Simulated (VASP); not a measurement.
# GaP (F-43m) in VASP: single point with PBE

Aim: the single point of GaP with PBE.

Everything below comes from runs of VASP 6.6.1. Logs are shortened: lines on timing, memory, paths and dates and some standing lists are left out, and cuts for length are marked.

### Step 1. The cell of the first run

It takes space group F-43m (No. 216, cubic). The conventional cell has a = 5.507 Å, b = 5.507 Å, c = 5.507 Å, α = 90.00°, β = 90.00°, γ = 90.00°. Within 3.1 Å of Ga (site symmetry -43m) lie 4 P at 2.38 Å. P (site symmetry -43m) has 4 Ga at 2.38 Å within 3.1 Å.

### Step 2. Single point, PBE

INCAR

```
ALGO = Normal
EDIFF = 1E-6
ENCUT = 500
GGA = PE
GGA_COMPAT = False
ISIF = 2
ISMEAR = 0
LASPH = True
LCHARG = True
LELF = True
LREAL = False
LVHAR = True
LWAVE = False
NBANDS = 26
NELM = 120
PREC = Accurate
SIGMA = 0.02
```

KPOINTS

```
k-points
0
Gamma
  8 6 8
```

POSCAR

```
GaP
1.0
    3.8937583000      0.0000000000      0.0000000000
    0.0000000000      5.5066058200      0.0000000000
    0.0000000000      0.0000000000      3.8937583271
Ga P
2 2
Direct
    0.0000000000      0.0000000000      0.0000000000
    0.5000000000      0.5000000000      0.4999921000
    0.5000000000      0.2500000000      0.0000000000
    0.0000000000      0.7500000000      0.4999921000
```

Potentials or basis: VASP PAW PBE potentials, release 64 (Ga_d, P).

Command:

```sh
> cat potpaw_PBE.64/Ga_d/POTCAR potpaw_PBE.64/P/POTCAR > POTCAR
> mpirun -np 1 vasp_std > vasp.out
```

OUTCAR:

```text
EDIFF = 1E-6
   ENCUT = 500
   GGA = PE
   ISIF = 2
   ISMEAR = 0
   LASPH = True
   LREAL = False
   NELM = 120
   PREC = Accurate

 ion  position               nearest neighbor table
   1  0.000  0.000  0.000-   4 2.38   3 2.38   3 2.38   4 2.38
   2  0.500  0.500  0.500-   3 2.38   4 2.38   4 2.38   3 2.38
   3  0.500  0.250  0.000-   2 2.38   1 2.38   1 2.38   2 2.38
   4  0.000  0.750  0.500-   1 2.38   2 2.38   2 2.38   1 2.38

  LATTYP: Found a simple tetragonal cell.
 ALAT       =     3.8937583000
 C/A-ratio  =     1.4142135684

  Lattice vectors:

 A1 = (  -3.8937583000,   0.0000000000,   0.0000000000)
 A2 = (   0.0000000000,   0.0000000000,   3.8937583271)
 A3 = (   0.0000000000,   5.5066058200,   0.0000000000)

Analysis of symmetry for initial positions (statically):
=====================================================================
 Subroutine PRICEL returns:
 Original cell was already a primitive cell.

 Routine SETGRP: Setting up the symmetry group for a
 simple tetragonal supercell.

 Subroutine GETGRP returns: Found  8 space group operations
 (whereof  6 operations were pure point group operations)
 out of a pool of 16 trial point group operations.

The static configuration has the point symmetry C_3h.
 The point group associated with its full space group is D_2d.

Analysis of symmetry for dynamics (positions and initial velocities):
=====================================================================
 Subroutine PRICEL returns:
 Original cell was already a primitive cell.

 Routine SETGRP: Setting up the symmetry group for a
 simple tetragonal supercell.

 Subroutine GETGRP returns: Found  8 space group operations
 (whereof  6 operations were pure point group operations)
 out of a pool of 16 trial point group operations.

The dynamic configuration has the point symmetry C_3h.
 The point group associated with its full space group is D_2d.

 Subroutine INISYM returns: Found  8 space group operations
 (whereof  6 operations are pure point group operations),
 and found     1 'primitive' translations

----------------------------------------------------------------------------------------

                                     Primitive cell

  volume of cell :      83.4876

  direct lattice vectors                    reciprocal lattice vectors
     3.893758300  0.000000000  0.000000000     0.256821282  0.000000000  0.000000000
     0.000000000  5.506605820  0.000000000     0.000000000  0.181600070  0.000000000
     0.000000000  0.000000000  3.893758327     0.000000000  0.000000000  0.256821281

  length of vectors
     3.893758300  5.506605820  3.893758327     0.256821282  0.181600070  0.256821281

  position of ions in fractional coordinates (direct lattice)
     0.000000000  0.000000000  0.000000000
     0.500000000  0.500000000  0.499992100
     0.500000000  0.250000000  0.000000000
     0.000000000  0.750000000  0.499992100

  ion indices of the primitive-cell ions
   primitive index   ion index
                 1           1
                 2           2
                 3           3
                 4           4

----------------------------------------------------------------------------------------

 KPOINTS: k-points

Automatic generation of k-mesh.
 Grid dimensions read from file:
 generate k-points for:    8    6    8

 Generating k-lattice:

  Cartesian coordinates                     Fractional coordinates (reciprocal lattice)
     0.032102660  0.000000000  0.000000000     0.125000000  0.000000000  0.000000000
     0.000000000  0.030266678  0.000000000     0.000000000  0.166666667  0.000000000
     0.000000000  0.000000000  0.032102660     0.000000000  0.000000000  0.125000000

  Length of vectors
     0.032102660  0.030266678  0.032102660

  Shift w.r.t. Gamma in fractional coordinates (k-lattice)
     0.000000000  0.000000000  0.000000000

 Subroutine IBZKPT returns following result:
 ===========================================

 Found     60 irreducible k-points:

 Following reciprocal coordinates:
            Coordinates               Weight
  0.000000  0.000000  0.000000      1.000000
  0.125000  0.000000  0.000000      4.000000
  0.250000  0.000000  0.000000      4.000000
  0.375000  0.000000  0.000000      4.000000
  0.500000  0.000000  0.000000      2.000000
  0.000000  0.166667  0.000000      2.000000
[... 16 lines left out ...]
  0.375000  0.000000  0.125000      8.000000
  0.500000  0.000000  0.125000      4.000000
 [... further k-points ...]
   k-points           NKPTS =     60   k-points in BZ     NKDIM =     60   number of bands    NBANDS=     26
   number of dos      NEDOS =    301   number of ions     NIONS =      4
   total plane-waves  NPLWV =  31360
   dimension x,y,z NGX =    28 NGY =   40 NGZ =   28
   dimension x,y,z NGXF=    56 NGYF=   80 NGZF=   56
   ions per type =               2   2
   NGX,Y,Z   is equivalent  to a cutoff of  11.95, 12.08, 11.95 a.u.
   NGXF,Y,Z  is equivalent  to a cutoff of  23.91, 24.15, 23.91 a.u.
 SYSTEM =  unknown system
   PREC   = accura    normal or accurate (medium, high low for compatibility)
   ISTART =      0    job   : 0-new  1-cont  2-samecut
   ICHARG =      2    charge: 1-file 2-atom 10-const
   ISPIN  =      1    spin polarized calculation?
   LNONCOLLINEAR =      F non collinear calculations
   LSORBIT =      F    spin-orbit coupling
   LASPH  =      T    aspherical Exc in radial PAW
   ENCUT  =  500.0 eV  36.75 Ry    6.06 a.u.   7.10 10.04  7.10*2*pi/ulx,y,z
   NELM   =    120;   NELMIN=  2; NELMDL= -5     # of ELM steps
   EDIFF  = 0.1E-05   stopping-criterion for ELM
   LREAL  =      F    real-space projection
   EDIFFG = 0.1E-04   stopping-criterion for IOM
   NSW    =      0    number of steps for IOM
   IBRION =     -1    ionic relax: 0-MD 1-quasi-New 2-CG
   NFREE  =      0    steps in history (QN), initial steepest desc. (CG)
   ISIF   =      2    stress and relaxation
   ISYM   =      2    0-nonsym 1-usesym 2-fastsym
   POTIM  = 0.5000    time-step for ionic-motion
   TEBEG  =    0.0;   TEEND  =   0.0 temperature during run
   PSTRESS=    0.0 pullay stress
   NELECT =      36.0000    total number of electrons
   NUPDOWN=      -1.0000    fix difference up-down
   EMIN   =  10.00;   EMAX   =-10.00  energy-range for DOS
   EFERMI =   0.00;   METHOD = LEGACY
   ISMEAR =     0;   SIGMA  =   0.02  broadening in eV -4-tet -1-fermi 0-gaus
   EFERMI_NEDOS =   21; number of points for ismear=-14 and -15
   IALGO  =     38    algorithm
   IMIX   =      4    mixing-type and parameters
     AMIX     =   0.40;   BMIX     =  1.00
     AMIX_MAG =   1.60;   BMIX_MAG =  1.00
  volume/ion in A,a.u.               =      20.87       140.85
  Fermi-wavevector in a.u.,A,eV,Ry     =   1.236806  2.337225 20.812692  1.529690
  Thomas-Fermi vector in A             =   2.371400
   LORBIT       =      0    0 simple, 1 ext, 2 COOP (PROOUT), +10 PAW based schemes
   GGA     = PE    functional components
   LHFCALC =     F    Hartree Fock is set to
   AEXX    =    0.0000 exact exchange contribution
   IVDW    =     0    specifies the selected vdW correction
   LEPSILON=     F    determine dielectric tensor
   LRPA    =     F    only Hartree local field effects (RPA)
 non-spin polarized calculation
 Gauss-broadening in eV      SIGMA  =   0.02
  energy-cutoff  :      500.00
  volume of cell :       83.49
 maximum number of plane-waves:      2144
   NGX = 15   NGY = 21   NGZ = 15

 number of electron      35.9999975 magnetization

 Free energy of the ion-electron system (eV)
  ---------------------------------------------------
  ext. energy  EPLUGINS =         0.00000000
  ---------------------------------------------------
  free energy    TOTEN  =       -18.25417537 eV

  energy without entropy =      -18.25417537  energy(sigma->0) =      -18.25417537

 E-fermi :   4.4437     XC(G=0):  -9.6940

 val. band max:        4.3428440902   @ k =   0.0000   0.0000   0.0000
 cond. band min:       5.9163326440   @ k =   0.0000   0.0000   0.0000
 fundamental gap:      1.5734885538
 Fermi energy:         4.4436991266

 k-point     1 :       0.0000    0.0000    0.0000
  band No.  band energies     occupation
      1     -10.2643      2.00000
      2     -10.1585      2.00000
      3     -10.1585      2.00000
      4     -10.1584      2.00000
      5     -10.0997      2.00000
      6     -10.0997      2.00000
[... 18 lines left out ...]
     25      13.0188      0.00000
     26      14.0877      0.00000

 k-point     2 :       0.1250    0.0000    0.0000
  band No.  band energies     occupation
      1     -10.2599      2.00000
      2     -10.1670      2.00000
      3     -10.1561      2.00000
      4     -10.1543      2.00000
      5     -10.1062      2.00000
      6     -10.1018      2.00000
[... 18 lines left out ...]
     25      13.3724      0.00000
     26      13.6555      0.00000

 k-point     3 :       0.2500    0.0000    0.0000
  band No.  band energies     occupation
      1     -10.2496      2.00000
      2     -10.1873      2.00000
      3     -10.1494      2.00000
      4     -10.1455      2.00000
      5     -10.1169      2.00000
      6     -10.1078      2.00000
[... 18 lines left out ...]
     25      12.4894      0.00000
     26      12.5363      0.00000

 k-point     4 :       0.3750    0.0000    0.0000
  band No.  band energies     occupation
      1     -10.2382      2.00000
      2     -10.2090      2.00000
      3     -10.1395      2.00000
      4     -10.1375      2.00000
      5     -10.1263      2.00000
      6     -10.1171      2.00000
[... 18 lines left out ...]
     25      11.2040      0.00000
     26      11.6592      0.00000
[... 496 lines left out ...]
      1     -10.2480      2.00000
      2     -10.1981      2.00000
      3     -10.1420      2.00000
      4     -10.1406      2.00000
      5     -10.1209      2.00000
      6     -10.1056      2.00000
[... 18 lines left out ...]
     25      11.2410      0.00000
     26      11.6182      0.00000

 k-point    23 :       0.3750    0.0000    0.1250
  band No.  band energies     occupation
      1     -10.2402      2.00000
      2     -10.2178      2.00000
      3     -10.1343      2.00000
      4     -10.1308      2.00000
      5     -10.1273      2.00000
      6     -10.1119      2.00000
[... 18 lines left out ...]
     25      10.7941      0.00000
     26      12.3685      0.00000

 k-point    24 :       0.5000    0.0000    0.1250
  band No.  band energies     occupation
      1     -10.2317      2.00000
      2     -10.2317      2.00000
      3     -10.1303      2.00000
      4     -10.1302      2.00000
      5     -10.1209      2.00000
      6     -10.1209      2.00000
[... 18 lines left out ...]
     25      11.8468      0.00000
     26      11.8468      0.00000

 [... further k-points ...]
[... 5 lines left out ...]
  --------------------------------------------------------------------------------------
  -------------------------------------------------------------------------------------
  Total       -0.0269381     -0.0415155     -0.0269381      0.0000000      0.0000000      0.0000000
  in kB       -0.5169576     -0.7967065     -0.5169576      0.0000000      0.0000000      0.0000000
  external PRESSURE =      -0.6102072 kB  Pullay stress =       0.0000000 kB

 VOLUME and BASIS-vectors are now :
 -----------------------------------------------------------------------------
  energy-cutoff  :      500.00
  volume of cell :       83.49
      direct lattice vectors                 reciprocal lattice vectors
     3.893758300  0.000000000  0.000000000     0.256821282  0.000000000  0.000000000
     0.000000000  5.506605820  0.000000000     0.000000000  0.181600070  0.000000000
     0.000000000  0.000000000  3.893758327     0.000000000  0.000000000  0.256821281

 POSITION                                       TOTAL-FORCE (eV/Angst)
 -----------------------------------------------------------------------------------
      0.00000      0.00000      0.00000         0.000000     -0.000108     -0.003539
      1.94688      2.75330      1.94685         0.000000      0.000108      0.003539
      1.94688      1.37665      0.00000         0.000000      0.000588     -0.004055
      0.00000      4.12995      1.94685         0.000000     -0.000588      0.004055
 -----------------------------------------------------------------------------------
    total drift:                                0.000000      0.000002      0.014312

  FREE ENERGIE OF THE ION-ELECTRON SYSTEM (eV)
  ---------------------------------------------------
  free  energy   TOTEN  =       -18.2541753713 eV

  energy  without entropy=      -18.2541753713  energy(sigma->0) =      -18.25417537
```

It took 84 s on 1 thread of Intel Xeon Platinum 8259CL at 2.50GHz (Skylake/Cascade Lake), shared host; peak memory 0.24 GiB.

Results:

| Property | Result |
| --- | --- |
| Free energy | -18.2542 eV |
| Pressure | -0.1 GPa |
| Band gap on the k mesh | 1.57 eV |

Levels at points of the mesh, in eV from the valence-band top:
| k point | band 14 | band 15 | band 16 | band 17 | band 18 | band 19 | band 20 | band 21 | band 22 | band 23 |
| --- | --- | --- | --- | --- | --- | --- | --- | --- | --- | --- |
| (0.00, 0.00, 0.00) | -2.58 | -2.58 | 0.00 | 0.00 | 0.00 | 1.57 | 1.72 | 1.85 | 3.90 | 3.90 |
| (0.50, 0.00, 0.00) | -5.32 | -3.26 | -3.26 | -1.15 | -1.15 | 3.11 | 3.11 | 5.62 | 5.62 | 5.80 |
| (0.00, 0.50, 0.00) | -3.66 | -1.61 | -1.61 | -1.61 | -1.61 | 2.21 | 2.21 | 3.65 | 3.65 | 6.66 |
| (0.50, 0.50, 0.00) | -6.46 | -1.07 | -1.07 | -1.07 | -1.07 | 1.58 | 1.58 | 4.73 | 4.73 | 4.73 |
| (0.50, 0.00, 0.50) | -6.61 | -2.58 | -2.58 | -2.58 | -2.58 | 1.72 | 1.72 | 1.85 | 1.85 | 10.37 |
| (0.50, 0.50, 0.50) | -6.42 | -3.43 | -3.43 | -3.27 | -3.27 | 4.70 | 4.70 | 4.73 | 4.73 | 6.02 |

A k mesh can miss the band edges.
